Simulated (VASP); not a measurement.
# HPt8 in VASP: single point with PBE+D3(BJ)

Aim: the single point of HPt8 with PBE+D3(BJ).

Program: VASP 6.6.1. These are calculated values, not measurements. Logs are shortened: lines on timing, memory, paths and dates and some standing lists are left out, and cuts for length are marked.

## 1. The cell of the first run

The cell holds a slab with vacuum, 18 atoms: a = 5.544 Å, b = 5.544 Å, c = 16.880 Å, α = 90.00°, β = 90.00°, γ = 90.00°.

## 2. Single point, PBE+D3(BJ)

The input, INCAR:

```
PREC = Accurate
ENCUT = 520
EDIFF = 1E-7
ISMEAR = -1
SIGMA = 0.15
LREAL = Auto
LASPH = True
NELM = 80
ALGO = Normal
ISIF = 2
LWAVE = False
LCHARG = False
GGA = PE
IVDW = 12
NBANDS = 96
```

The input, KPOINTS:

```
regular mesh
0
Gamma
  3 3 1
```

The input, POSCAR:

```
HPt8
1.0
    5.5437170000      0.0000000000      0.0000000000
    0.0000000000      5.5437170000      0.0000000000
    0.0000000000      0.0000000000     16.8800000000
Pt H
16 2
Direct
    0.2499947238      0.2499947238      0.0592417062
    0.7500022097      0.2499947238      0.0592417062
    0.2499947238      0.7500022097      0.0592417062
    0.7500022097      0.7500022097      0.0592417062
   -0.0106787558     -0.0056460314      0.1735071090
    0.4924313416     -0.0169561325      0.1745616114
   -0.0067463761      0.4794797426      0.1765521327
    0.4926297645      0.4885350389      0.1805331754
    0.2688448923      0.2544502181      0.2859182464
    0.7728388733      0.2132323854      0.2907582938
    0.2481367646      0.7537181281      0.2944490521
    0.7465568679      0.7253617023      0.2881279621
    0.0068004914      0.0015152289      0.3992535545
    0.4957684528      0.0149538658      0.4042120853
   -0.0141060592      0.4911145356      0.4035663507
    0.4799848188      0.5061946705      0.4102962085
    1.3498704930      0.7728929886      0.7190699052
    1.4439950668      0.8147060898      0.6904443128
```

Potentials or basis: VASP PAW PBE potentials, release 64 (Pt, H).

Run with:

```bash
> cat potpaw_PBE.64/Pt/POTCAR potpaw_PBE.64/H/POTCAR > POTCAR
> mpirun -np 1 vasp_std > vasp.out
```

OUTCAR:

```text
PREC = Accurate
   ENCUT = 520
   EDIFF = 1E-7
   ISMEAR = -1
   LREAL = Auto
   LASPH = True
   NELM = 80
   ISIF = 2
   GGA = PE
   IVDW = 12
 IVDW          = 12

 ion  position               nearest neighbor table
   1  0.250  0.250  0.059-   7 2.75   3 2.77   2 2.77   3 2.77   2 2.77   8 2.78   6 2.79   5 2.80

   2  0.750  0.250  0.059-   7 2.71   5 2.74   1 2.77   4 2.77   4 2.77   1 2.77   8 2.82   6 2.83

   3  0.250  0.750  0.059-   6 2.70   5 2.76   1 2.77   4 2.77   4 2.77   1 2.77   8 2.85   7 2.86
[... 23 lines left out ...]
  15  0.986  0.491  0.404-  12 2.69  13 2.72  10 2.72  16 2.74  11 2.76  16 2.81  13 2.83   9 2.85

  16  0.480  0.506  0.410-  11 2.71  14 2.73  15 2.74   9 2.78  15 2.81  12 2.81  14 2.82  10 3.06

  17  0.350  0.773  0.719-  18 0.75
  18  0.444  0.815  0.690-  17 0.75

  LATTYP: Found a simple tetragonal cell.
 ALAT       =     5.5437170000
 C/A-ratio  =     3.0448884746

  Lattice vectors:

 A1 = (   5.5437170000,   0.0000000000,   0.0000000000)
 A2 = (   0.0000000000,   5.5437170000,   0.0000000000)
 A3 = (   0.0000000000,   0.0000000000,  16.8800000000)

Analysis of symmetry for initial positions (statically):
=====================================================================
 Subroutine PRICEL returns:
 Original cell was already a primitive cell.

 Routine SETGRP: Setting up the symmetry group for a
 simple tetragonal supercell.

 Subroutine GETGRP returns: Found  1 space group operations
 (whereof  1 operations were pure point group operations)
 out of a pool of 16 trial point group operations.

The static configuration has the point symmetry C_1 .

Analysis of symmetry for dynamics (positions and initial velocities):
=====================================================================
 Subroutine PRICEL returns:
 Original cell was already a primitive cell.

 Routine SETGRP: Setting up the symmetry group for a
 simple tetragonal supercell.

 Subroutine GETGRP returns: Found  1 space group operations
 (whereof  1 operations were pure point group operations)
 out of a pool of 16 trial point group operations.

The dynamic configuration has the point symmetry C_1 .

 Subroutine INISYM returns: Found  1 space group operations
 (whereof  1 operations are pure point group operations),
 and found     1 'primitive' translations

----------------------------------------------------------------------------------------

                                     Primitive cell

  volume of cell :     518.7696

  direct lattice vectors                    reciprocal lattice vectors
     5.543717000  0.000000000  0.000000000     0.180384388  0.000000000  0.000000000
     0.000000000  5.543717000  0.000000000     0.000000000  0.180384388  0.000000000
     0.000000000  0.000000000 16.880000000     0.000000000  0.000000000  0.059241706

  length of vectors
     5.543717000  5.543717000 16.880000000     0.180384388  0.180384388  0.059241706

  position of ions in fractional coordinates (direct lattice)
     0.249994724  0.249994724  0.059241706
     0.750002210  0.249994724  0.059241706
     0.249994724  0.750002210  0.059241706
     0.750002210  0.750002210  0.059241706
     0.989321244  0.994353969  0.173507109
     0.492431342  0.983043868  0.174561611
[... 10 lines left out ...]
     0.349870493  0.772892989  0.719069905
     0.443995067  0.814706090  0.690444313

  ion indices of the primitive-cell ions
   primitive index   ion index
                 1           1
                 2           2
                 3           3
                 4           4
                 5           5
                 6           6
[... 10 lines left out ...]
                17          17
                18          18

----------------------------------------------------------------------------------------

 KPOINTS: regular mesh

Automatic generation of k-mesh.
 Grid dimensions read from file:
 generate k-points for:    3    3    1

 Generating k-lattice:

  Cartesian coordinates                     Fractional coordinates (reciprocal lattice)
     0.060128129  0.000000000  0.000000000     0.333333333  0.000000000  0.000000000
     0.000000000  0.060128129  0.000000000     0.000000000  0.333333333  0.000000000
     0.000000000  0.000000000  0.059241706     0.000000000  0.000000000  1.000000000

  Length of vectors
     0.060128129  0.060128129  0.059241706

  Shift w.r.t. Gamma in fractional coordinates (k-lattice)
     0.000000000  0.000000000  0.000000000

 Subroutine IBZKPT returns following result:
 ===========================================

 Found      5 irreducible k-points:

 Following reciprocal coordinates:
            Coordinates               Weight
  0.000000  0.000000  0.000000      1.000000
  0.333333  0.000000  0.000000      2.000000
  0.000000  0.333333  0.000000      2.000000
  0.333333  0.333333  0.000000      2.000000
 -0.333333  0.333333  0.000000      2.000000
   k-points           NKPTS =      5   k-points in BZ     NKDIM =      5   number of bands    NBANDS=     96
   number of dos      NEDOS =    301   number of ions     NIONS =     18
   total plane-waves  NPLWV = 222264
   dimension x,y,z NGX =    42 NGY =   42 NGZ =  126
   dimension x,y,z NGXF=    84 NGYF=   84 NGZF=  252
   ions per type =              16   2
   NGX,Y,Z   is equivalent  to a cutoff of  12.60, 12.60, 12.41 a.u.
   NGXF,Y,Z  is equivalent  to a cutoff of  25.19, 25.19, 24.82 a.u.
 SYSTEM =  unknown system
   PREC   = accura    normal or accurate (medium, high low for compatibility)
   ISTART =      0    job   : 0-new  1-cont  2-samecut
   ICHARG =      2    charge: 1-file 2-atom 10-const
   ISPIN  =      1    spin polarized calculation?
   LNONCOLLINEAR =      F non collinear calculations
   LSORBIT =      F    spin-orbit coupling
   LASPH  =      T    aspherical Exc in radial PAW
   ENCUT  =  520.0 eV  38.22 Ry    6.18 a.u.  10.31 10.31 31.39*2*pi/ulx,y,z
   NELM   =     80;   NELMIN=  2; NELMDL= -5     # of ELM steps
   EDIFF  = 0.1E-06   stopping-criterion for ELM
   LREAL  =      T    real-space projection
   EDIFFG = 0.1E-05   stopping-criterion for IOM
   NSW    =      0    number of steps for IOM
   IBRION =     -1    ionic relax: 0-MD 1-quasi-New 2-CG
   NFREE  =      0    steps in history (QN), initial steepest desc. (CG)
   ISIF   =      2    stress and relaxation
   ISYM   =      2    0-nonsym 1-usesym 2-fastsym
   POTIM  = 0.5000    time-step for ionic-motion
   TEBEG  =    0.0;   TEEND  =   0.0 temperature during run
   PSTRESS=    0.0 pullay stress
   NELECT =     162.0000    total number of electrons
   NUPDOWN=      -1.0000    fix difference up-down
   EMIN   =  10.00;   EMAX   =-10.00  energy-range for DOS
   EFERMI =   0.00;   METHOD = LEGACY
   ISMEAR =    -1;   SIGMA  =   0.15  broadening in eV -4-tet -1-fermi 0-gaus
   EFERMI_NEDOS =   21; number of points for ismear=-14 and -15
   IALGO  =     38    algorithm
   IMIX   =      4    mixing-type and parameters
     AMIX     =   0.40;   BMIX     =  1.00
     AMIX_MAG =   1.60;   BMIX_MAG =  1.00
  volume/ion in A,a.u.               =      28.82       194.49
  Fermi-wavevector in a.u.,A,eV,Ry     =   1.110678  2.098878 16.784235  1.233606
  Thomas-Fermi vector in A             =   2.247233
   LORBIT       =      0    0 simple, 1 ext, 2 COOP (PROOUT), +10 PAW based schemes
   GGA     = PE    functional components
   LHFCALC =     F    Hartree Fock is set to
   AEXX    =    0.0000 exact exchange contribution
   IVDW    =    12    specifies the selected vdW correction
   LEPSILON=     F    determine dielectric tensor
   LRPA    =     F    only Hartree local field effects (RPA)
 non-spin polarized calculation
  energy-cutoff  :      520.00
  volume of cell :      518.77
 maximum number of plane-waves:     13979
 NGX is ok and might be reduce to    42
   NGX = 21   NGY = 21   NGZ = 63

 number of electron     162.0000002 magnetization

 Free energy of the ion-electron system (eV)
  ---------------------------------------------------
  ext. energy  EPLUGINS =         0.00000000
  ---------------------------------------------------
  free energy    TOTEN  =       -97.86843990 eV

  energy without entropy =      -96.10442396  energy(sigma->0) =      -96.98643193

 E-fermi :   2.2409     XC(G=0):  -7.7429

 val. band max:        2.2399172921   @ k =   0.0000   0.0000   0.0000
 cond. band min:       2.2456791801   @ k =  -0.3333   0.3333   0.0000
 fundamental gap:      0.0057618880
 Fermi energy:         2.2409248402

 k-point     1 :       0.0000    0.0000    0.0000
  band No.  band energies     occupation
      1      -7.3396      2.00000
      2      -5.4493      2.00000
      3      -4.7727      2.00000
      4      -4.7282      2.00000
      5      -4.7012      2.00000
      6      -4.6660      2.00000
[... 85 lines left out ...]
     92       4.0865      0.00001
     93       4.2379      0.00000

 k-point     2 :       0.3333    0.0000    0.0000
  band No.  band energies     occupation
      1      -6.6706      2.00000
      2      -5.2697      2.00000
      3      -4.9772      2.00000
      4      -4.6281      2.00000
      5      -4.2932      2.00000
      6      -4.1939      2.00000
[... 85 lines left out ...]
     92       5.0833      0.00000
     93       5.2682      0.00000

 k-point     3 :       0.0000    0.3333    0.0000
  band No.  band energies     occupation
      1      -6.6705      2.00000
      2      -5.2544      2.00000
      3      -4.9818      2.00000
      4      -4.6163      2.00000
      5      -4.2692      2.00000
      6      -4.2030      2.00000
[... 85 lines left out ...]
     92       5.0773      0.00000
     93       5.2845      0.00000

 k-point     4 :       0.3333    0.3333    0.0000
  band No.  band energies     occupation
      1      -6.0115      2.00000
      2      -4.7682      2.00000
      3      -4.6146      2.00000
      4      -4.4056      2.00000
      5      -4.1060      2.00000
      6      -4.0413      2.00000
[... 85 lines left out ...]
     92       4.2619      0.00000
     93       5.0596      0.00000

 k-point     5 :      -0.3333    0.3333    0.0000
  band No.  band energies     occupation
      1      -6.0156      2.00000
      2      -4.7013      2.00000
      3      -4.6735      2.00000
      4      -4.3710      2.00000
      5      -4.1657      2.00000
      6      -4.0272      2.00000
[... 85 lines left out ...]
     92       4.2417      0.00000
     93       5.0739      0.00000
 [bands above 93 left out]

------------------------ aborting loop because EDIFF is reached ----------------------------------------

 Edisp (eV)   -8.89895

 E8    (eV) :    -4.2228

  FORCE on cell =-STRESS in cart. coord.  units (eV):
  Direction    XX          YY          ZZ          XY          YZ          ZX
  --------------------------------------------------------------------------------------
  -------------------------------------------------------------------------------------
  Total      -8.27633    -7.97666     4.38564    -0.32359    -0.39579     0.22734
  in kB     -25.56077   -24.63527    13.54468    -0.99938    -1.22237     0.70211
  external pressure =      -12.22 kB  Pullay stress =        0.00 kB

 VOLUME and BASIS-vectors are now :
 -----------------------------------------------------------------------------
  energy-cutoff  :      520.00
  volume of cell :      518.77
      direct lattice vectors                 reciprocal lattice vectors
     5.543717000  0.000000000  0.000000000     0.180384388  0.000000000  0.000000000
     0.000000000  5.543717000  0.000000000     0.000000000  0.180384388  0.000000000
     0.000000000  0.000000000 16.880000000     0.000000000  0.000000000  0.059241706

 POSITION                                       TOTAL-FORCE (eV/Angst)
 -----------------------------------------------------------------------------------
      1.38590      1.38590      1.00000         0.083572      0.004785      0.237539
      4.15780      1.38590      1.00000        -0.350423     -0.005607      0.038306
      1.38590      4.15780      1.00000        -0.180862     -0.319635      0.201551
      4.15780      4.15780      1.00000        -0.154795     -0.418119      0.233298
      5.48452      5.51242      2.92880         0.909004     -0.998270     -0.367851
      2.72990      5.44972      2.94660         0.226272      0.431031     -0.192160
[... 10 lines left out ...]
      1.93958      4.28470     12.13790        -0.057713     -0.026287      0.052556
      2.46138      4.51650     11.65470         0.058799      0.026503     -0.061951
 -----------------------------------------------------------------------------------
    total drift:                               -0.008136     -0.002581     -0.012429

  FREE ENERGIE OF THE ION-ELECTRON SYSTEM (eV)
  ---------------------------------------------------
  free  energy   TOTEN  =      -106.7673902468 eV

  energy  without entropy=     -105.0033743030  energy(sigma->0) =     -105.88538227
```

Run time: 8.3 min. Hardware: 1 thread of Intel Xeon Platinum 8488C (Sapphire Rapids), shared host; peak memory 0.56 GiB.

Results:

* Free energy: -106.7674 eV
* Largest force: 2.477 eV/Å
* Band gap on the k mesh: zero (band 81 reaches 2.53 eV, above the bottom of band 82 at 1.98 eV)
* Dispersion energy per atom: -0.494 eV

Forces in eV/Å, atoms in the order of the input:
```
Pt   0.084  0.005  0.238
Pt  -0.350 -0.006  0.038
Pt  -0.181 -0.320  0.202
Pt  -0.155 -0.418  0.233
Pt   0.909 -0.998 -0.368
Pt   0.226  0.431 -0.192
Pt   0.303  1.168 -0.578
Pt   0.704  0.318 -1.824
Pt  -0.822 -0.741  1.378
Pt  -1.705  1.752 -0.398
Pt   0.007 -0.618 -0.915
Pt  -0.014  0.265  0.809
Pt  -0.044 -0.504  1.444
Pt   0.409 -0.410  0.249
Pt   0.141  0.130  0.172
Pt   0.488 -0.054 -0.479
H   -0.058 -0.026  0.053
H    0.059  0.027 -0.062
```

Caveat: the k points lie up to 0.38 Å⁻¹ apart; spin-orbit coupling is left out, which moves the levels of the heavy elements.
